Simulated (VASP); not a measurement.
# CaF2 (Fm-3m) in VASP: a series of runs

Runs on CaF2. Level: PBE. Tasks: single point.

Everything below comes from runs of VASP 6.6.1. Logs are shortened: lines on timing, memory, paths and dates and some standing lists are left out, and cuts for length are marked.

### 1 The cell of the first run

Symmetry: Fm-3m, No. 225, cubic system. Conventional cell: a = 5.420 Å, b = 5.420 Å, c = 5.420 Å, α = 90.00°, β = 90.00°, γ = 90.00°. Ca (site symmetry m-3m) has 8 F at 2.35 Å within 3.1 Å. F (site symmetry -43m) has 4 Ca at 2.35 Å and 6 F at 2.71 Å within 3.1 Å.

### 2 Single point, PBE

INCAR

```
PREC = Accurate
ENCUT = 600
EDIFF = 1E-6
ISMEAR = 0
SIGMA = 0.1
LREAL = False
LASPH = True
NELM = 120
ALGO = Normal
ISIF = 2
LWAVE = False
LCHARG = True
GGA = PE
LELF = True
LVHAR = True
NBANDS = 19
GGA_COMPAT = False
```

KPOINTS

```
regular mesh
0
Gamma
  6 6 6
```

POSCAR

```
CaF2
1.0
    0.0000000000      2.7100000000      2.7100000000
    2.7100000000      0.0000000000      2.7100000000
    2.7100000000      2.7100000000      0.0000000000
Ca F
1 2
Direct
    0.0000000000      0.0000000000      0.0000000000
    0.2500000000      0.2500000000      0.2500000000
    0.7500000000      0.7500000000      0.7500000000
```

Potentials or basis: VASP PAW PBE potentials, release 64 (Ca_sv, F).

Command:

```sh
$ cat potpaw_PBE.64/Ca_sv/POTCAR potpaw_PBE.64/F/POTCAR > POTCAR
$ mpirun -np 1 vasp_std > vasp.out
```

OUTCAR:

```text
PREC = Accurate
   ENCUT = 600
   EDIFF = 1E-6
   ISMEAR = 0
   LREAL = False
   LASPH = True
   NELM = 120
   ISIF = 2
   GGA = PE

 ion  position               nearest neighbor table
   1  0.000  0.000  0.000-   3 2.35   3 2.35   3 2.35   2 2.35   3 2.35   2 2.35   2 2.35   2 2.35

   2  0.250  0.250  0.250-   1 2.35   1 2.35   1 2.35   1 2.35
   3  0.750  0.750  0.750-   1 2.35   1 2.35   1 2.35   1 2.35

  LATTYP: Found a face centered cubic cell.
 ALAT       =     5.4200000000

  Lattice vectors:

 A1 = (   0.0000000000,   2.7100000000,   2.7100000000)
 A2 = (   2.7100000000,   0.0000000000,   2.7100000000)
 A3 = (   2.7100000000,   2.7100000000,   0.0000000000)

Analysis of symmetry for initial positions (statically):
=====================================================================
 Subroutine PRICEL returns:
 Original cell was already a primitive cell.

 Routine SETGRP: Setting up the symmetry group for a
 face centered cubic supercell.

 Subroutine GETGRP returns: Found 48 space group operations
 (whereof 48 operations were pure point group operations)
 out of a pool of 48 trial point group operations.

The static configuration has the point symmetry O_h .

Analysis of symmetry for dynamics (positions and initial velocities):
=====================================================================
 Subroutine PRICEL returns:
 Original cell was already a primitive cell.

 Routine SETGRP: Setting up the symmetry group for a
 face centered cubic supercell.

 Subroutine GETGRP returns: Found 48 space group operations
 (whereof 48 operations were pure point group operations)
 out of a pool of 48 trial point group operations.

The dynamic configuration has the point symmetry O_h .

 Subroutine INISYM returns: Found 48 space group operations
 (whereof 48 operations are pure point group operations),
 and found     1 'primitive' translations

----------------------------------------------------------------------------------------

                                     Primitive cell

  volume of cell :      39.8050

  direct lattice vectors                    reciprocal lattice vectors
     0.000000000  2.710000000  2.710000000    -0.184501845  0.184501845  0.184501845
     2.710000000  0.000000000  2.710000000     0.184501845 -0.184501845  0.184501845
     2.710000000  2.710000000  0.000000000     0.184501845  0.184501845 -0.184501845

  length of vectors
     3.832518754  3.832518754  3.832518754     0.319566570  0.319566570  0.319566570

  position of ions in fractional coordinates (direct lattice)
     0.000000000  0.000000000  0.000000000
     0.250000000  0.250000000  0.250000000
     0.750000000  0.750000000  0.750000000

  ion indices of the primitive-cell ions
   primitive index   ion index
                 1           1
                 2           2
                 3           3

----------------------------------------------------------------------------------------

 KPOINTS: regular mesh

Automatic generation of k-mesh.
 Grid dimensions read from file:
 generate k-points for:    6    6    6

 Generating k-lattice:

  Cartesian coordinates                     Fractional coordinates (reciprocal lattice)
    -0.030750308  0.030750308  0.030750308     0.166666667  0.000000000  0.000000000
     0.030750308 -0.030750308  0.030750308     0.000000000  0.166666667  0.000000000
     0.030750308  0.030750308 -0.030750308     0.000000000  0.000000000  0.166666667

  Length of vectors
     0.053261095  0.053261095  0.053261095

  Shift w.r.t. Gamma in fractional coordinates (k-lattice)
     0.000000000  0.000000000  0.000000000

 Subroutine IBZKPT returns following result:
 ===========================================

 Found     16 irreducible k-points:

 Following reciprocal coordinates:
            Coordinates               Weight
  0.000000  0.000000  0.000000      1.000000
  0.166667  0.000000  0.000000      8.000000
  0.333333  0.000000  0.000000      8.000000
  0.500000  0.000000  0.000000      4.000000
  0.166667  0.166667  0.000000      6.000000
  0.333333  0.166667  0.000000     24.000000
[... 8 lines left out ...]
 -0.333333  0.333333  0.166667     24.000000
 -0.333333  0.500000  0.166667     12.000000
   k-points           NKPTS =     16   k-points in BZ     NKDIM =     16   number of bands    NBANDS=     19
   number of dos      NEDOS =    301   number of ions     NIONS =      3
   total plane-waves  NPLWV =  32768
   dimension x,y,z NGX =    32 NGY =   32 NGZ =   32
   dimension x,y,z NGXF=    64 NGYF=   64 NGZF=   64
   ions per type =               1   2
   NGX,Y,Z   is equivalent  to a cutoff of  13.88, 13.88, 13.88 a.u.
   NGXF,Y,Z  is equivalent  to a cutoff of  27.76, 27.76, 27.76 a.u.
 SYSTEM =  unknown system
   PREC   = accura    normal or accurate (medium, high low for compatibility)
   ISTART =      0    job   : 0-new  1-cont  2-samecut
   ICHARG =      2    charge: 1-file 2-atom 10-const
   ISPIN  =      1    spin polarized calculation?
   LNONCOLLINEAR =      F non collinear calculations
   LSORBIT =      F    spin-orbit coupling
   LASPH  =      T    aspherical Exc in radial PAW
   ENCUT  =  600.0 eV  44.10 Ry    6.64 a.u.   7.65  7.65  7.65*2*pi/ulx,y,z
   NELM   =    120;   NELMIN=  2; NELMDL= -5     # of ELM steps
   EDIFF  = 0.1E-05   stopping-criterion for ELM
   LREAL  =      F    real-space projection
   EDIFFG = 0.1E-04   stopping-criterion for IOM
   NSW    =      0    number of steps for IOM
   IBRION =     -1    ionic relax: 0-MD 1-quasi-New 2-CG
   NFREE  =      0    steps in history (QN), initial steepest desc. (CG)
   ISIF   =      2    stress and relaxation
   ISYM   =      2    0-nonsym 1-usesym 2-fastsym
   POTIM  = 0.5000    time-step for ionic-motion
   TEBEG  =    0.0;   TEEND  =   0.0 temperature during run
   PSTRESS=    0.0 pullay stress
   NELECT =      24.0000    total number of electrons
   NUPDOWN=      -1.0000    fix difference up-down
   EMIN   =  10.00;   EMAX   =-10.00  energy-range for DOS
   EFERMI =   0.00;   METHOD = LEGACY
   ISMEAR =     0;   SIGMA  =   0.10  broadening in eV -4-tet -1-fermi 0-gaus
   EFERMI_NEDOS =   21; number of points for ismear=-14 and -15
   IALGO  =     38    algorithm
   IMIX   =      4    mixing-type and parameters
     AMIX     =   0.40;   BMIX     =  1.00
     AMIX_MAG =   1.60;   BMIX_MAG =  1.00
  volume/ion in A,a.u.               =      13.27        89.54
  Fermi-wavevector in a.u.,A,eV,Ry     =   1.383033  2.613554 26.024965  1.912781
  Thomas-Fermi vector in A             =   2.507669
   LORBIT       =      0    0 simple, 1 ext, 2 COOP (PROOUT), +10 PAW based schemes
   GGA     = PE    functional components
   LHFCALC =     F    Hartree Fock is set to
   AEXX    =    0.0000 exact exchange contribution
   IVDW    =     0    specifies the selected vdW correction
   LEPSILON=     F    determine dielectric tensor
   LRPA    =     F    only Hartree local field effects (RPA)
 non-spin polarized calculation
 Gauss-broadening in eV      SIGMA  =   0.10
  energy-cutoff  :      600.00
  volume of cell :       39.81
 maximum number of plane-waves:      1363
 NGX is ok and might be reduce to    32
   NGX = 15   NGY = 15   NGZ = 15

 number of electron      23.9999987 magnetization

 Free energy of the ion-electron system (eV)
  ---------------------------------------------------
  ext. energy  EPLUGINS =         0.00000000
  ---------------------------------------------------
  free energy    TOTEN  =       -17.31095853 eV

  energy without entropy =      -17.31095853  energy(sigma->0) =      -17.31095853

 E-fermi :  -0.2963     XC(G=0):  -9.7469

 val. band max:       -0.8457413596   @ k =   0.5000   0.5000   0.0000
 cond. band min:       6.5725856377   @ k =   0.0000   0.0000   0.0000
 fundamental gap:      7.4183269973
 Fermi energy:        -0.2962723967

 k-point     1 :       0.0000    0.0000    0.0000
  band No.  band energies     occupation
      1     -36.7590      2.00000
      2     -20.8384      2.00000
      3     -20.0309      2.00000
      4     -17.6980      2.00000
      5     -17.6980      2.00000
      6     -17.6980      2.00000
[... 11 lines left out ...]
     18      10.5657      0.00000
     19      16.2986      0.00000

 k-point     2 :       0.1667    0.0000    0.0000
  band No.  band energies     occupation
      1     -36.7495      2.00000
      2     -20.9045      2.00000
      3     -20.1072      2.00000
      4     -17.7097      2.00000
      5     -17.7097      2.00000
      6     -17.5755      2.00000
[... 11 lines left out ...]
     18      10.4931      0.00000
     19      15.1675      0.00000

 k-point     3 :       0.3333    0.0000    0.0000
  band No.  band energies     occupation
      1     -36.7304      2.00000
      2     -20.9735      2.00000
      3     -20.3286      2.00000
      4     -17.7327      2.00000
      5     -17.7327      2.00000
      6     -17.3164      2.00000
[... 11 lines left out ...]
     18      10.3488      0.00000
     19      13.6142      0.00000

 k-point     4 :       0.5000    0.0000    0.0000
  band No.  band energies     occupation
      1     -36.7209      2.00000
      2     -20.9683      2.00000
      3     -20.4787      2.00000
      4     -17.7442      2.00000
      5     -17.7442      2.00000
      6     -17.1830      2.00000
[... 231 lines left out ...]
     18      11.3246      0.00000
     19      14.6918      0.00000

 k-point    15 :      -0.3333    0.3333    0.1667
  band No.  band energies     occupation
      1     -36.7114      2.00000
      2     -20.8603      2.00000
      3     -20.7435      2.00000
      4     -17.7915      2.00000
      5     -17.4408      2.00000
      6     -17.3127      2.00000
[... 11 lines left out ...]
     18      12.6000      0.00000
     19      14.0135      0.00000

 k-point    16 :      -0.3333    0.5000    0.1667
  band No.  band energies     occupation
      1     -36.7083      2.00000
      2     -21.0124      2.00000
      3     -20.6058      2.00000
      4     -17.8153      2.00000
      5     -17.5615      2.00000
      6     -17.1636      2.00000
[... 11 lines left out ...]
     18      13.8814      0.00000
     19      13.9930      0.00000

------------------------ aborting loop because EDIFF is reached ----------------------------------------

  FORCE on cell =-STRESS in cart. coord.  units (eV):
  Direction    XX          YY          ZZ          XY          YZ          ZX
  --------------------------------------------------------------------------------------
  -------------------------------------------------------------------------------------
  Total        1.1414100      1.1414100      1.1414100      0.0000000      0.0000000     -0.0000000
  in kB       45.9424753     45.9424753     45.9424753      0.0000000      0.0000000     -0.0000000
  external PRESSURE =      45.9424753 kB  Pullay stress =       0.0000000 kB

 VOLUME and BASIS-vectors are now :
 -----------------------------------------------------------------------------
  energy-cutoff  :      600.00
  volume of cell :       39.81
      direct lattice vectors                 reciprocal lattice vectors
     0.000000000  2.710000000  2.710000000    -0.184501845  0.184501845  0.184501845
     2.710000000  0.000000000  2.710000000     0.184501845 -0.184501845  0.184501845
     2.710000000  2.710000000  0.000000000     0.184501845  0.184501845 -0.184501845

 POSITION                                       TOTAL-FORCE (eV/Angst)
 -----------------------------------------------------------------------------------
      0.00000      0.00000      0.00000         0.000000     -0.000000     -0.000000
      1.35500      1.35500      1.35500        -0.000000     -0.000000     -0.000000
      4.06500      4.06500      4.06500         0.000000      0.000000      0.000000
 -----------------------------------------------------------------------------------
    total drift:                                0.000000     -0.000000      0.000000

  FREE ENERGIE OF THE ION-ELECTRON SYSTEM (eV)
  ---------------------------------------------------
  free  energy   TOTEN  =       -17.3109585311 eV

  energy  without entropy=      -17.3109585311  energy(sigma->0) =      -17.31095853
```

Run time: 21 s. Hardware: 1 thread of Intel Xeon 8259CL, shared host; peak memory 0.18 GiB.

Results:

| Quantity | Value |
| --- | --- |
| Free energy | -17.3110 eV |
| Pressure | 4.6 GPa |
| Band gap on the k mesh | 7.42 eV (least direct gap 7.68 eV) |

Caveat: the cell stands under pressure.

### 3 Single point, PBE

This run uses another cell than the first one, of 13.95 Å³/atom.

INCAR

```
SYSTEM = CaF2
PREC = Accurate ; ENCUT = 600
EDIFF = 1E-6 ; ISMEAR = 0
SIGMA = 0.02 ; LREAL = .False.
LASPH = .True. ; NELM = 120
ALGO = Normal ; ISIF = 2
LWAVE = .False. ; LCHARG = .False.
GGA = PE ; NBANDS = 19
GGA_COMPAT = .False.
```

KPOINTS

```
Automatic mesh
0
Gamma
  8 8 8
  0 0 0
```

POSCAR

```
CaF2
1.0
    0.0000000000      2.7555141535      2.7555141535
    2.7555141535      0.0000000000      2.7555141535
    2.7555141535      2.7555141535      0.0000000000
Ca F
1 2
Direct
    0.0000000000      0.0000000000      0.0000000000
    0.2500000000      0.2500000000      0.2500000000
    0.7500000000      0.7500000000      0.7500000000
```

Potentials or basis: VASP PAW PBE potentials, release 64 (Ca_sv, F).

Command:

```sh
$ cat potpaw_PBE.64/Ca_sv/POTCAR potpaw_PBE.64/F/POTCAR > POTCAR
$ mpirun -np 1 vasp_std > vasp.out
```

Wall time 40 s (1 thread of Intel Xeon 8259CL, shared host); peak memory 0.18 GiB.

It converged, with:

- Free energy: -17.3447 eV
- Pressure: 0.2 GPa
- Band gap on the k mesh: 7.12 eV (least direct gap 7.37 eV)

Levels at points of the mesh, in eV from the valence-band top:
| k point | band 8 | band 9 | band 10 | band 11 | band 12 | band 13 | band 14 | band 15 | band 16 | band 17 |
| --- | --- | --- | --- | --- | --- | --- | --- | --- | --- | --- |
| (0.00, 0.00, 0.00) | -2.03 | -2.03 | -0.25 | -0.25 | -0.25 | 7.12 | 9.06 | 9.06 | 11.02 | 11.02 |
| (0.50, 0.00, 0.00) | -1.45 | -1.26 | -1.20 | -0.82 | -0.82 | 9.26 | 9.26 | 9.57 | 10.60 | 10.76 |
| (0.50, 0.50, 0.00) | -1.61 | -1.61 | -0.35 | -0.35 | 0.00 | 8.04 | 9.36 | 9.94 | 10.69 | 10.69 |
